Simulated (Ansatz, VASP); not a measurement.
## One calculation of SnO2, two programs

The input POSCAR:

```
SnO2
1.0
    4.5450365398      0.0000000000      0.0000000000
    0.0000000000      4.5450365398      0.0000000000
    0.0000000000      0.0000000000      3.3202673074
Sn O
2 4
Direct
    0.5000000000      0.5000000000      0.5000000000
    0.0000000000      0.0000000000      0.0000000000
    0.1923786485      0.8076213515      0.5000000000
    0.8076213515      0.1923786485      0.5000000000
    0.3076213515      0.3076213515      0.0000000000
    0.6923786485      0.6923786485      0.0000000000
```

INCAR.step1

```
SYSTEM = SnO2
PREC     = Accurate       ! precision mode
ENCUT    = 520            ! plane-wave cutoff, eV
ISMEAR   = 0              ! smearing method
SIGMA    = 0.02           ! smearing width, eV
LREAL    = .FALSE.        ! projectors in reciprocal space
LASPH    = .TRUE.         ! aspherical terms in the spheres
NELM     = 80             ! most SCF steps
NBANDS   = 35             ! bands
GGA      = PE             ! functional
ALGO     = Normal         ! electronic algorithm
EDIFF    = 1E-4           ! SCF threshold, eV
LWAVE    = .TRUE.         ! write WAVECAR
LCHARG   = .FALSE.        ! write CHGCAR
```

INCAR.step2

```
SYSTEM = SnO2
PREC     = Accurate       ! precision mode
ENCUT    = 520            ! plane-wave cutoff, eV
EDIFF    = 1E-6           ! SCF threshold, eV
ISMEAR   = 0              ! smearing method
SIGMA    = 0.02           ! smearing width, eV
LREAL    = .FALSE.        ! projectors in reciprocal space
LASPH    = .TRUE.         ! aspherical terms in the spheres
NELM     = 80             ! most SCF steps
ALGO     = Normal         ! electronic algorithm
ISIF     = 2              ! what is computed and relaxed
LWAVE    = .FALSE.        ! write WAVECAR
LCHARG   = .FALSE.        ! write CHGCAR
METAGGA  = R2SCAN         ! meta-GGA
LMIXTAU  = .TRUE.       
NBANDS   = 35             ! bands
ISTART   = 1
```

File KPOINTS:

```
regular mesh
0
G
  6 6 8
  0 0 0
```

Input for Ansatz:

```yaml
crystal:
  lattice:
    - [4.5450365398, 0.0, 0.0]
    - [0.0, 4.5450365398, 0.0]
    - [0.0, 0.0, 3.3202673074]
  atoms:
    - { symbol: Sn, position: [0.5, 0.5, 0.5] }
    - { symbol: Sn, position: [0.0, 0.0, 0.0] }
    - { symbol: O, position: [0.1923786485, 0.8076213515, 0.5] }
    - { symbol: O, position: [0.8076213515, 0.1923786485, 0.5] }
    - { symbol: O, position: [0.3076213515, 0.3076213515, 0.0] }
    - { symbol: O, position: [0.6923786485, 0.6923786485, 0.0] }
basis:
  ecutwfc: 500
kpoints:
  mp_grid: { grid: [6, 6, 8] }
  band_path: { path: [VBM, CBM], npoints: 2 }
hamiltonian:
  xc: r2scan
scf:
  occupations: { method: gaussian, width: 0.02 }
output:
  forces: true
  stress: true
  eigenvalues: true
checkpoint:
  read: start.run
  write: ck
  compress: false
  write_wavefunctions: false
  write_every: 100000
```

Alike in both runs: task single point; functional r2SCAN; k mesh 6 × 6 × 8; occupations gaussian, width 0.02 eV; no spin polarisation.

|  | VASP | Ansatz |
| --- | --- | --- |
| version | VASP 6.6.1 | Ansatz 0.2.0 |
| potentials or method | VASP PAW PBE potentials, release 64 (Sn_d, O), cutoff 520 eV | scalar-relativistic, plane waves, PAW |
| valence electrons in the cell | 52 | 52 |

Ansatz gave:

```
gap on the k mesh at the Fermi level (eV)                     : 2.25
least direct gap on the mesh (eV)                             : 2.25
pressure (GPa)                                                : 11.0
traceless stress, the component that is largest in VASP (GPa) : -10.99
rms of the force components (eV/Å)                            : 0.000
```

What did VASP give for the same quantities?

gap on the k mesh at the Fermi level (eV): 2.28; least direct gap on the mesh (eV): 2.28; pressure (GPa): 12.4; traceless stress, the component that is largest in VASP (GPa): -10.97; rms of the force components (eV/Å): 0.009.

VASP's potentials were made for PBE, not for r2SCAN. Atom by atom the forces differ by 0.009 eV/Å (rms over components).
